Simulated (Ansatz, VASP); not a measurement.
**Rb in VASP and in Ansatz**

The input INCAR:

```
SYSTEM = Rb
ALGO     = Normal         ! electronic algorithm
EDIFF    = 1E-8           ! SCF threshold, eV
ENCUT    = 520            ! plane-wave cutoff, eV
GGA      = PE             ! functional
ISIF     = 2              ! what is computed and relaxed
ISMEAR   = -1             ! smearing method
LASPH    = .True.         ! aspherical terms in the spheres
LCHARG   = .False.        ! write CHGCAR
LEFG     = .True.       
LREAL    = .False.        ! projectors in reciprocal space
LWAVE    = .False.        ! write WAVECAR
NBANDS   = 16             ! bands
NELM     = 60             ! most SCF steps
PREC     = Accurate       ! precision mode
SIGMA    = 0.03           ! smearing width, eV
```

File KPOINTS:

```
k-points
0
Gamma
  11 11 6
  0 0 0
```

POSCAR

```
Rb
1.0
    5.0006745913      0.0000000000      0.0000000000
   -2.5003372956      4.3307112321      0.0000000000
    0.0000000000      0.0000000000      8.2808417512
Rb
2
Direct
    0.3333333333      0.6666666667      0.2500000000
    0.6666666667      0.3333333333      0.7500000000
```

Input for Ansatz:

```yaml
crystal:
  lattice:
    - [5.0006745913, 0.0, 0.0]
    - [-2.5003372956, 4.3307112321, 0.0]
    - [0.0, 0.0, 8.2808417512]
  atoms:
    - { symbol: Rb, position: [0.3333333333, 0.6666666667, 0.25] }
    - { symbol: Rb, position: [0.6666666667, 0.3333333333, 0.75] }
kpoints:
  mp_grid: { grid: [11, 11, 6] }
scf:
  occupations: { method: fermi_dirac, width: 0.03 }
hamiltonian:
  xc: pbe
  pseudopotentials: { kind: paw }
output:
  forces: true
  stress: true
  eigenvalues: true
  efg: { contact_densities: true }
```

Change from the starting cell: volume scaled by 0.98, PAW files.

Alike in both runs: task electric field gradients; functional PBE; k mesh 11 × 11 × 6; occupations fermi-dirac, width 0.03 eV; no spin polarisation.

|  | VASP | Ansatz |
| --- | --- | --- |
| version | VASP 6.6.1 | Ansatz 0.2.0 |
| potentials or method | VASP PAW PBE potentials, release 64 (Rb_sv) | PAW with Ansatz's default frozen-core files, scalar-relativistic |
| plane-wave cutoff (eV) | 520 | 420 |
| valence electrons in the cell | 18 | 18 |

Ansatz gave:

* pressure (GPa): 0.1
* size of Vzz on the site where it differs most (V/Å²): 1.6

**Question.** Estimate VASP's values.

**Answer.** Pressure (GPa): 0.1; size of Vzz on the site where it differs most (V/Å²): 1.5.

With one functional, cell and mesh, what is left measures potentials, basis and numerics.
